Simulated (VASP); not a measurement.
**Sn: relaxation of cell and atoms with PBEsol**

The system is Sn.

```
Sn
1.0
    -2.97295    2.97295    1.60688
     2.97295   -2.97295    1.60688
     2.97295    2.97295   -1.60688
Sn
2
Direct
  0.00000 0.00000 0.00000
  0.75000 0.25000 0.50000
```

```
Program                : VASP 6.6.1
Task                   : relaxation of cell and atoms
Functional             : PBEsol
Potentials or basis    : VASP PAW PBE potentials, release 64 (Sn_d)
Cutoff                 : 600 eV
k mesh                 : 16 × 16 × 16
Occupations            : gaussian, width 0.1 eV
Spin                   : no spin polarisation
Dipole correction      : no
Further INCAR settings : ALGO = Normal; EDIFF = 1e-06; IBRION = 2; EDIFFG = -0.005; NSW = 70; ISIF = 3
```

The relaxed volume is 26.87 Å³/atom. The relaxed cell is a = 4.420 Å, b = 4.420 Å, c = 4.420 Å, α = 97.30°, β = 97.30°, γ = 138.23°. The space group after relaxing (to 0.1 Å) is I4_1/amd (No. 141). The energy gained by relaxing is 13.7 meV/atom, the ionic steps are 7 and the pressure after relaxing is 0.0 GPa. The band gap on the k mesh is zero (bands 14 and 15 overlap by 4.32 eV).

Step by step:
```csv
step,energy change (eV),largest force (eV/Å),pressure (GPa),volume (Å³)
1,0.0000,0.0000,-2.71,56.81
2,-0.0253,0.0000,0.88,52.95
3,-0.0274,0.0000,0.00,53.75
4,-0.0274,0.0000,-0.08,53.81
5,-0.0274,0.0000,-0.07,53.80
6,-0.0274,0.0000,-0.07,53.80
7,-0.0274,0.0000,0.02,53.74
```

Final structure:
```
Sn
1.0
    -2.92012    2.92012    1.57566
     2.92012   -2.92012    1.57566
     2.92012    2.92012   -1.57566
Sn
2
Direct
  0.00000 0.00000 0.00000
  0.75000 0.25000 0.50000
```

Levels at points of the mesh, in eV from the Fermi level:
```csv
k point,band 11,band 12,band 13,band 14,band 15,band 16,band 17,band 18
"(0.00, 0.00, 0.00)",-11.23,-3.73,-2.05,-2.05,2.90,6.18,6.18,7.05
"(0.50, 0.00, 0.00)",-6.90,-5.42,-2.34,-1.77,-1.12,2.23,2.85,4.70
"(0.50, 0.50, 0.00)",-8.98,-8.98,0.54,0.54,1.50,1.50,6.19,6.19
"(0.50, 0.50, 0.50)",-7.64,-7.64,-4.89,-4.89,5.24,5.24,9.33,9.33
```

Wall time 15 min on 1 thread of AMD EPYC 9R45 96-Core Processor (Zen 5), with other jobs on the host, peak memory 0.48 GiB.

Caveat: the PAW data sets were made with another functional, which shifts forces and pressure a little; spin-orbit coupling is left out, which moves the levels of the heavy elements.
